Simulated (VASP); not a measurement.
# Mg (P6_3/mmc) in VASP: notebook, part 2 of 2

VASP 6.6.1.

### 5 Single point, PBE

Contents of INCAR:

```
ALGO = Normal
EDIFF = 1E-6
ENCUT = 520
GGA = PE
ISIF = 2
ISMEAR = -1
LASPH = True
LCHARG = False
LREAL = False
LWAVE = False
NBANDS = 9
NELM = 100
PREC = Accurate
SIGMA = 0.1
```

Contents of KPOINTS:

```
k-points
0
Gamma
  11 11 6
```

Contents of POSCAR:

```
Mg
1.0
    3.1953117277      0.0000000000      0.0000000000
   -1.5976558638      2.7672211292      0.0000000000
    0.0000000000      0.0000000000      5.1879445283
Mg
2
Direct
    0.3333333333      0.6666666667      0.2500000000
    0.6666666667      0.3333333333      0.7500000000
```

Potentials or basis: VASP PAW PBE potentials, release 64 (Mg).

The run is started by

```
cat potpaw_PBE.64/Mg/POTCAR > POTCAR
mpirun -np 1 vasp_std > vasp.out
```

OUTCAR:

```text
EDIFF = 1E-6
   ENCUT = 520
   GGA = PE
   ISIF = 2
   ISMEAR = -1
   LASPH = True
   LREAL = False
   NELM = 100
   PREC = Accurate

 ion  position               nearest neighbor table
   1  0.333  0.667  0.250-   2 3.18   2 3.18   2 3.18   2 3.18   2 3.18   2 3.18
   2  0.667  0.333  0.750-   1 3.18   1 3.18   1 3.18   1 3.18   1 3.18   1 3.18

  LATTYP: Found a hexagonal cell.
 ALAT       =     3.1953117277
 C/A-ratio  =     1.6236113939

  Lattice vectors:

 A1 = (   3.1953117277,   0.0000000000,   0.0000000000)
 A2 = (  -1.5976558638,   2.7672211292,   0.0000000000)
 A3 = (   0.0000000000,   0.0000000000,   5.1879445283)

Analysis of symmetry for initial positions (statically):
=====================================================================
 Subroutine PRICEL returns:
 Original cell was already a primitive cell.

 Routine SETGRP: Setting up the symmetry group for a
 hexagonal supercell.

 Subroutine GETGRP returns: Found 24 space group operations
 (whereof 12 operations were pure point group operations)
 out of a pool of 24 trial point group operations.

The static configuration has the point symmetry D_3d.
 The point group associated with its full space group is D_6h.

Analysis of symmetry for dynamics (positions and initial velocities):
=====================================================================
 Subroutine PRICEL returns:
 Original cell was already a primitive cell.

 Routine SETGRP: Setting up the symmetry group for a
 hexagonal supercell.

 Subroutine GETGRP returns: Found 24 space group operations
 (whereof 12 operations were pure point group operations)
 out of a pool of 24 trial point group operations.

The dynamic configuration has the point symmetry D_3d.
 The point group associated with its full space group is D_6h.

 Subroutine INISYM returns: Found 24 space group operations
 (whereof 12 operations are pure point group operations),
 and found     1 'primitive' translations

----------------------------------------------------------------------------------------

[... 113 lines left out ...]
  volume/ion in A,a.u.               =      22.94       154.78
  Fermi-wavevector in a.u.,A,eV,Ry     =   0.725957  1.371859  7.170448  0.527013
  Thomas-Fermi vector in A             =   1.816809
   LORBIT       =      0    0 simple, 1 ext, 2 COOP (PROOUT), +10 PAW based schemes
   GGA     = PE    functional components
   LHFCALC =     F    Hartree Fock is set to
   AEXX    =    0.0000 exact exchange contribution
   IVDW    =     0    specifies the selected vdW correction
   LEPSILON=     F    determine dielectric tensor
   LRPA    =     F    only Hartree local field effects (RPA)
 non-spin polarized calculation
  energy-cutoff  :      520.00
  volume of cell :       45.87
 maximum number of plane-waves:      1252
 NGX is ok and might be reduce to    24
   NGX = 11   NGY = 11   NGZ = 19

 number of electron       4.0000000 magnetization

 Free energy of the ion-electron system (eV)
  ---------------------------------------------------
  ext. energy  EPLUGINS =         0.00000000
  ---------------------------------------------------
  free energy    TOTEN  =        -3.03856514 eV

  energy without entropy =       -3.01999484  energy(sigma->0) =       -3.02927999

 E-fermi :   2.6366     XC(G=0):  -8.4938

 val. band max:        2.5083247955   @ k =   0.3636   0.2727   0.5000
 cond. band min:       2.7402656203   @ k =   0.1818   0.1818   0.0000
 fundamental gap:      0.2319408248
 Fermi energy:         2.6366238310

 k-point     1 :       0.0000    0.0000    0.0000
  band No.  band energies     occupation
      1      -4.2972      2.00000
      2       0.9525      2.00000
      3       1.3968      1.99999
      4      13.5832      0.00000
      5      13.5832      0.00000
      6      13.6990      0.00000
      7      13.6990      0.00000
      8      14.4736      0.00000
      9      16.0706      0.00000
[... 265 lines left out ...]
 k-point    24 :       0.1818    0.0909    0.1667
  band No.  band energies     occupation
      1      -3.0098      2.00000
      2       0.6030      2.00000
      3       4.1165      0.00000
      4       7.2980      0.00000
      5       8.8673      0.00000
      6      10.7155      0.00000
      7      12.2062      0.00000
      8      13.5562      0.00000
      9      14.0602      0.00000

 [... further k-points ...]
[... 5 lines left out ...]
  --------------------------------------------------------------------------------------
  -------------------------------------------------------------------------------------
  Total       -0.0355316     -0.0355316     -0.0361362     -0.0000000      0.0000000      0.0000000
  in kB       -1.2410048     -1.2410048     -1.2621206     -0.0000000      0.0000000      0.0000000
  external PRESSURE =      -1.2480434 kB  Pullay stress =       0.0000000 kB

 VOLUME and BASIS-vectors are now :
 -----------------------------------------------------------------------------
  energy-cutoff  :      520.00
  volume of cell :       45.87
      direct lattice vectors                 reciprocal lattice vectors
     3.195311728  0.000000000  0.000000000     0.312958511  0.180686680  0.000000000
    -1.597655864  2.767221129  0.000000000     0.000000000  0.361373361  0.000000000
     0.000000000  0.000000000  5.187944528     0.000000000  0.000000000  0.192754567

 POSITION                                       TOTAL-FORCE (eV/Angst)
 -----------------------------------------------------------------------------------
     -0.00000      1.84481      1.29699        -0.000000      0.000000      0.000000
      1.59766      0.92241      3.89096         0.000000      0.000000      0.000000
 -----------------------------------------------------------------------------------
    total drift:                                0.000000     -0.000000      0.000000

  FREE ENERGIE OF THE ION-ELECTRON SYSTEM (eV)
  ---------------------------------------------------
  free  energy   TOTEN  =        -3.0385651374 eV

  energy  without entropy=       -3.0199948416  energy(sigma->0) =       -3.02927999
```

Wall time 9.3 s (1 thread of Intel Xeon 6975P-C, shared host); peak memory 0.17 GiB.

What came out:

- Free energy: -3.0386 eV
- Pressure: -0.1 GPa
- Band gap on the k mesh: zero (band 2 reaches 3.51 eV, above the bottom of band 3 at 1.40 eV)

Levels at points of the mesh, in eV from the Fermi level:
```
           k point  band 1  band 2  band 3  band 4  band 5
(0.00, 0.00, 0.00)   -6.93   -1.68   -1.24   10.95   10.95
(0.00, 0.00, 0.50)   -5.54   -5.54    5.04    5.04   11.69
```

### 6 Single point, PBE

Contents of INCAR:

```
SYSTEM = Mg
  ALGO = Normal
  EDIFF = 1E-6
  ENCUT = 520
  GGA = PE
  ISIF = 2
  ISMEAR = -1
  LASPH = .True.
  LCHARG = .False.
  LREAL = .False.
  LWAVE = .False.
  NBANDS = 9
  NELM = 60
  PREC = Accurate
  SIGMA = 0.01
```

Contents of KPOINTS:

```
k-points
0
Gamma
  11 11 6
  0 0 0
```

POSCAR is that of step 5.

Potentials or basis: VASP PAW PBE potentials, release 64 (Mg).

The run is started by

```
cat potpaw_PBE.64/Mg/POTCAR > POTCAR
mpirun -np 1 vasp_std > vasp.out
```

It took 9.1 s on 1 thread of Intel Xeon 6975P-C, shared host; peak memory 0.17 GiB.

Results (log left out):

* Free energy: -3.0322 eV
* Pressure: -0.2 GPa
* Band gap on the k mesh: zero (band 2 reaches 3.51 eV, above the bottom of band 3 at 1.40 eV)

Levels at points of the mesh, in eV from the Fermi level:
| k point | band 1 | band 2 | band 3 | band 4 | band 5 |
| --- | --- | --- | --- | --- | --- |
| (0.00, 0.00, 0.00) | -6.83 | -1.58 | -1.14 | 11.05 | 11.05 |
| (0.00, 0.00, 0.50) | -5.44 | -5.44 | 5.14 | 5.14 | 11.80 |

### 7 Overview

| k mesh | smearing | gap on the mesh (eV) | pressure (GPa) |
| --- | --- | --- | --- |
| 7 × 7 × 4 | fermi-dirac 0.1 eV | none | 0.1 |
| 9 × 9 × 5 | fermi-dirac 0.1 eV | none | -0.1 |
| 11 × 11 × 6 | fermi-dirac 0.1 eV | none | -0.1 |
| 11 × 11 × 6 | fermi-dirac 0.01 eV | none | -0.2 |

Alike in all rows: task single point; level PBE; potentials or basis VASP PAW PBE potentials, release 64 (Mg); no spin polarisation; cell as given; cutoff (eV) 520.

Every run on the cell as given and a fine mesh finds a metal.

Absolute energies hang on the potentials; compare differences alone.
